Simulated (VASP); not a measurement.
Here is a VASP 6.6.1 calculation.

Contents of INCAR:

```
ALGO = Normal
EDIFF = 1E-7
EDIFFG = -0.04
ENCUT = 600
GGA = PE
IBRION = 2
ISIF = 3
ISMEAR = 0
LASPH = True
LCHARG = False
LREAL = False
LWAVE = False
NELM = 60
NSW = 90
PREC = Accurate
SIGMA = 0.1
```

KPOINTS

```
k-points
0
Gamma
  6 6 4
```

The input POSCAR:

```
TlH5
1.0
    4.0431069000      0.0000000000      0.0000000000
   -2.0215534500      3.5014332800      0.0000000000
    0.0000000000      0.0000000000      5.6715399300
Tl H
1 5
Direct
    0.0000000000      0.0000000000      0.5000000000
    0.0000000000      0.0000000000      0.1807832800
    0.0000000000      0.0000000000      0.8192167200
    0.5000000000      0.0000000000      0.0000000000
    0.0000000000      0.5000000000      0.0000000000
    0.5000000000      0.5000000000      0.0000000000
```

Potentials or basis: VASP PAW PBE potentials, release 64 (Tl_d, H).

Run with:

```console
$ cat potpaw_PBE.64/Tl_d/POTCAR potpaw_PBE.64/H/POTCAR > POTCAR
$ mpirun -np 1 vasp_std > vasp.out
```

Question: Predict the relaxed volume.

Answer: 9.10 Å³/atom.

Question: Predict the band gap on the k mesh.

Answer: Zero (band 9 reaches 5.69 eV, above the bottom of band 10 at 0.76 eV).

Final structure:
```xyz
6
Lattice="3.0614 0.0000 0.0000 -1.5307 2.6513 0.0000 0.0000 0.0000 6.7233" Properties=species:S:1:pos:R:3 pbc="T T T"
Tl   -1.5307    2.6513    3.3617
H     0.0000    0.0000    1.6676
H     0.0000    0.0000    5.0557
H     0.0000    2.6513    0.0000
H    -0.7654    1.3256    0.0000
H     0.7654    1.3256    0.0000
```

Caveat: the volume moved by over 15 % at a fixed basis, so the end points are rough; spin-orbit coupling is left out, which moves the levels of the heavy elements.
